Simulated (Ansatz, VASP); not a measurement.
**AlN in VASP and in Ansatz**

The input INCAR:

```
SYSTEM = AlN
ALGO     = Normal         ! electronic algorithm
EDIFF    = 1E-6           ! SCF threshold, eV
EDIFFG   = -0.01          ! ionic threshold
ENCUT    = 600            ! plane-wave cutoff, eV
GGA      = PE             ! functional
IBRION   = 2              ! ionic algorithm
ISIF     = 3              ! what is computed and relaxed
ISMEAR   = 0              ! smearing method
LASPH    = .True.         ! aspherical terms in the spheres
LCHARG   = .False.        ! write CHGCAR
LREAL    = .False.        ! projectors in reciprocal space
LWAVE    = .False.        ! write WAVECAR
NELM     = 80             ! most SCF steps
NSW      = 80             ! ionic steps
PREC     = Accurate       ! precision mode
SIGMA    = 0.05           ! smearing width, eV
```

KPOINTS

```
k-points
0
Gamma
  10 10 6
  0 0 0
```

Contents of POSCAR:

```
AlN
1.0
    3.1130000000      0.0000000000      0.0000000000
   -1.5565000000      2.6959370820      0.0000000000
    0.0000000000      0.0000000000      4.9810000000
Al N
2 2
Direct
    0.3333333333      0.6666666667      0.0000000000
    0.6666666667      0.3333333333      0.5000000000
    0.3333333333      0.6666666667      0.3800000000
    0.6666666667      0.3333333333      0.8800000000
```

Input for Ansatz:

```yaml
crystal:
  lattice:
    - [3.113, 0.0, 0.0]
    - [-1.5565, 2.695937082, 0.0]
    - [0.0, 0.0, 4.981]
  atoms:
    - { symbol: Al, position: [0.3333333333, 0.6666666667, 0.0] }
    - { symbol: Al, position: [0.6666666667, 0.3333333333, 0.5] }
    - { symbol: "N", position: [0.3333333333, 0.6666666667, 0.38] }
    - { symbol: "N", position: [0.6666666667, 0.3333333333, 0.88] }
basis:
  ecutwfc: 420
  ecutrho_ratio: 4
kpoints:
  mp_grid: { grid: [10, 10, 6] }
hamiltonian:
  xc: pbe
  pseudopotentials: { kind: paw, frozen_core: stored }
scf:
  occupations: { method: gaussian, width: 0.05 }
output:
  forces: true
  stress: true
  eigenvalues: true
relax:
  f_tol: 0.01
  max_steps: 60
  cell: { stress_tol: 0.04 }
```

Alike in both runs: task relaxation of cell and atoms; functional PBE; k mesh 10 × 10 × 6; occupations gaussian, width 0.05 eV; no spin polarisation.

|  | VASP | Ansatz |
| --- | --- | --- |
| version | VASP 6.6.1 | Ansatz 0.2.0 |
| potentials or method | VASP PAW PBE potentials, release 64 (Al, N), cutoff 600 eV | scalar-relativistic, plane waves, PAW |
| valence electrons in the cell | 16 | 16 |

Ansatz gave:

| Quantity | Value |
| --- | --- |
| gap on the k mesh at the Fermi level, each at its own relaxed structure (eV) | 4.03 |
| relaxed volume (Å³/atom) | 10.65 |
| relaxed length of the cell vector where the two differ most in proportion (Å) | 3.130 |

Task: Estimate VASP's values.

Result: gap on the k mesh at the Fermi level, each at its own relaxed structure (eV): 4.07; relaxed volume (Å³/atom): 10.62; relaxed length of the cell vector where the two differ most in proportion (Å): 3.127.
